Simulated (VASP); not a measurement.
Here is a VASP 6.6.1 calculation.

POSCAR

```
BeS
1.0
    3.4603891061      0.0000000000      0.0000000000
   -1.7301945531      2.9967848729      0.0000000000
    0.0000000000      0.0000000000      7.7040613800
Be S
2 2
Direct
    0.3333333333      0.6666666667      0.2500000000
    0.6666666667      0.3333333333      0.7500000000
    0.6666666667      0.3333333333      0.2500000000
    0.3333333333      0.6666666667      0.7500000000
```

The input INCAR.step1:

```
PREC = Accurate
ENCUT = 600
ISMEAR = -1
SIGMA = 0.02
LREAL = False
LASPH = True
NELM = 60
GGA = PE
ALGO = Normal
EDIFF = 1E-4
LWAVE = True
LCHARG = False
```

Contents of INCAR.step2:

```
PREC = Accurate
ENCUT = 600
EDIFF = 1E-7
ISMEAR = -1
SIGMA = 0.02
LREAL = False
LASPH = True
NELM = 60
ALGO = Normal
ISIF = 3
LWAVE = False
LCHARG = False
METAGGA = R2SCAN
LMIXTAU = True
IBRION = 2
NSW = 80
EDIFFG = -0.005
ISTART = 1
```

KPOINTS

```
Automatic mesh
0
Gamma
  12 12 4
```

Potentials or basis: VASP PAW PBE potentials, release 64 (Be, S).

Run with:

```bash
$ cat potpaw_PBE.64/Be/POTCAR potpaw_PBE.64/S/POTCAR > POTCAR
$ cp INCAR.step1 INCAR
$ mpirun -np 1 vasp_std > vasp.out
$ cp INCAR.step2 INCAR
$ mpirun -np 1 vasp_std > vasp.out
```

Question: Predict the space group after relaxing (to 0.1 Å).

Answer: P6_3/mmc (No. 194).

Question: What does it give for the relaxed volume?

Answer: 18.15 Å³/atom.

Question: Estimate the relaxed cell.

Answer: a = 3.461 Å, b = 3.461 Å, c = 6.999 Å, α = 90.00°, β = 90.00°, γ = 120.00°.

Question: Predict the band gap on the k mesh.

Answer: 4.45 eV (least direct gap 4.66 eV).

Final structure:
```xyz
4
Lattice="3.4606 0.0000 0.0000 -1.7303 2.9970 0.0000 0.0000 0.0000 6.9991" Properties=species:S:1:pos:R:3 pbc="T T T"
Be    0.0000    1.9980    1.7498
Be    1.7303    0.9990    5.2493
S     1.7303    0.9990    1.7498
S     0.0000    1.9980    5.2493
```

Caveat: the PAW data sets were made with another functional, which shifts forces and pressure a little. A k mesh can miss the band edges.
